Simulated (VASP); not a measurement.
Here is a VASP 6.6.1 calculation.

File INCAR:

```
SYSTEM = BaTiO3
PREC = Accurate ; ENCUT = 520
EDIFF = 1E-6 ; ISMEAR = 0
SIGMA = 0.02 ; LREAL = .False.
LASPH = .True. ; NELM = 150
ALGO = Normal ; ISIF = 2
LWAVE = .False. ; LCHARG = .True.
LMAXMIX = 4 ; LDAU = .True.
LDAUTYPE = 2 ; LDAUL = -1 2 -1
LDAUU = 0 4 0 ; LDAUJ = 0 0 0
LDAUPRINT = 1 ; GGA = PE
LELF = .True. ; LVHAR = .True.
NBANDS = 28
```

The input KPOINTS:

```
regular mesh
0
Gamma
  6 6 6
  0 0 0
```

File POSCAR:

```
BaTiO3
1.0
    2.7747091690      1.6019790856      2.2758245485
   -2.7747091690      1.6019790856      2.2758245485
    0.0000000000     -3.2039581713      2.2758245484
Ba Ti O
1 1 3
Direct
   -0.0056757983     -0.0056757983     -0.0056757983
    0.4943990438      0.4943990438      0.4943990438
    0.4941225835      0.9941325876      0.4941225835
    0.4941225835      0.4941225835      0.9941325876
    0.9941325876      0.4941225835      0.4941225835
```

Potentials or basis: VASP PAW PBE potentials, release 64 (Ba_sv, Ti_sv, O).

Launch:

```console
$ cat potpaw_PBE.64/Ba_sv/POTCAR potpaw_PBE.64/Ti_sv/POTCAR potpaw_PBE.64/O/POTCAR > POTCAR
$ mpirun -np 1 vasp_std > vasp.out
```

(1) What does it give for the pressure?

(2) What does it give for the band gap on the k mesh?

(3) Predict the largest force.

## Answers

(1) 18.8 GPa.

(2) 2.33 eV, indirect (least direct gap 2.46 eV).

(3) 0.010 eV/Å.

Caveat: spin-orbit coupling is left out, which moves the levels of the heavy elements.
